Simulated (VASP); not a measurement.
A run of VASP 6.6.1:

The input INCAR:

```
SYSTEM = Cu
PREC = Accurate
ENCUT = 520
EDIFF = 1E-7
ISMEAR = 0
SIGMA = 0.1
LREAL = .FALSE.
LASPH = .TRUE.
NELM = 80
ALGO = Fast
ISIF = 2
LWAVE = .FALSE.
LCHARG = .FALSE.
GGA = PS
NBANDS = 18
```

KPOINTS

```
regular mesh
0
G
  24 24 12
  0 0 0
```

POSCAR

```
Cu
1.0
    2.4701792047      0.0000000000      0.0000000000
   -1.2350896024      2.1392379432      0.0000000000
    0.0000000000      0.0000000000      4.1779882232
Cu
2
Direct
    0.3333333333      0.6666666667      0.2500000000
    0.6666666667      0.3333333333      0.7500000000
```

Potentials or basis: VASP PAW PBE potentials, release 64 (Cu).

Command:

```console
$ cat potpaw_PBE.64/Cu/POTCAR > POTCAR
$ mpirun -np 1 vasp_std > vasp.out
```

Hardware: 1 thread of Intel Xeon 8259CL, with other jobs on the host.

Q: Estimate the wall time of this run.

A: Wall time 4.6 min on 1 thread of Intel Xeon 8259CL (shared host), peak memory 0.24 GiB. Counts: scf iterations 16, k points 427.
